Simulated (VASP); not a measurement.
**AlNi3: single point with PBE**

AlNi3:

```xyz
4
Lattice="3.5231 0.0000 0.0000 0.0000 3.5231 0.0000 0.0000 0.0000 3.5231" Properties=species:S:1:pos:R:3 pbc="T T T"
Ni    1.7615    1.7615    0.0000
Ni    1.7615    0.0000    1.7615
Ni    0.0000    1.7615    1.7615
Al    0.0000    0.0000    0.0000
```

* Program: VASP 6.6.1
* Task: single point
* Functional: PBE
* Potentials or basis: VASP PAW PBE potentials, release 64 (Ni, Al)
* Cutoff: 520 eV
* k mesh: 8 × 8 × 8
* Occupations: gaussian, width 0.02 eV
* Spin: collinear spin, ferromagnetic start
* Starting moments: [1.0, 1.0, 1.0, 0.0] μB

* Pressure: 7.4 GPa
* Net moment: 0.76 μB per cell
* Site moments: Ni +0.27; Al -0.01 μB
* Valence electrons inside the program's atomic spheres: Ni 9.45; Al 0.82

Levels at points of the mesh, in eV from the Fermi level:
Spin up:
```tsv
k point	band 15	band 16	band 17	band 18	band 19	band 20
(0.00, 0.00, 0.00)	-0.09	-0.09	0.89	0.89	0.89	6.72
(0.50, 0.00, 0.00)	-1.09	-0.52	-0.09	5.65	5.65	5.69
(0.50, 0.50, 0.00)	-1.03	-1.00	-0.60	0.87	0.87	8.32
(0.50, 0.50, 0.50)	-1.11	-0.27	-0.27	-0.27	-0.21	3.57
```
Spin down:
| k point | band 13 | band 14 | band 15 | band 16 | band 17 | band 18 | band 19 | band 20 |
| --- | --- | --- | --- | --- | --- | --- | --- | --- |
| (0.00, 0.00, 0.00) | 0.02 | 0.38 | 0.38 | 0.38 | 0.85 | 0.85 | 0.85 | 6.82 |
| (0.50, 0.00, 0.00) | -0.95 | -0.95 | -0.84 | -0.33 | 0.38 | 5.71 | 5.71 | 5.74 |
| (0.50, 0.50, 0.00) | -1.17 | -1.12 | -0.80 | -0.59 | -0.46 | 1.18 | 1.18 | 8.36 |
| (0.50, 0.50, 0.50) | -1.19 | -0.91 | -0.91 | -0.23 | 0.13 | 0.13 | 0.13 | 3.67 |

Run time: 2.5 min on 1 thread of Intel Xeon 8259CL, on a shared host, peak memory 0.21 GiB.
